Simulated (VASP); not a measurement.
Crystal: Ti.

```
CELL_PARAMETERS angstrom
0.00000 2.03000 2.03000
2.03000 0.00000 2.03000
2.03000 2.03000 0.00000
ATOMIC_POSITIONS crystal
Ti 0.00000 0.00000 0.00000
```

```yaml
Program: VASP 6.6.1
Task: relaxation of cell and atoms
Functional: r2SCAN
Potentials_or_basis: VASP PAW PBE potentials, release 64 (Ti_sv)
Cutoff: 550 eV
k_mesh: 11 × 11 × 11
Occupations: fermi-dirac, width 0.05 eV
Spin: no spin polarisation
```

At the start: pressure 4.7 GPa; volume 16.73 Å³/atom.

Q: How do energy, volume and symmetry change on relaxing?

A: Over 3 steps the energy falls by 9.9 meV/atom and the volume is 17.42 Å³/atom (+4.1 %); space group Fm-3m (No. 225, to 0.05 Å).

The path:
```
step  energy change (eV)  largest force (eV/Å)  pressure (GPa)  volume (Å³)
   1              0.0000                0.0000            4.74        16.73
   2             -0.0044                0.0000           -3.21        17.96
   3             -0.0099                0.0000           -0.02        17.42
```

Final structure:
```cif
data_structure
_symmetry_space_group_name_H-M 'P 1'
_symmetry_Int_Tables_number 1
_cell_length_a 2.9098
_cell_length_b 2.9098
_cell_length_c 2.9098
_cell_angle_alpha 60.000
_cell_angle_beta 60.000
_cell_angle_gamma 60.000
_cell_volume 17.42
loop_
_atom_site_label
_atom_site_type_symbol
_atom_site_fract_x
_atom_site_fract_y
_atom_site_fract_z
_atom_site_occupancy
Ti1 Ti 0.00000 0.00000 0.00000 1
```

Caveat: the PAW data sets were made with another functional, which shifts forces and pressure a little.
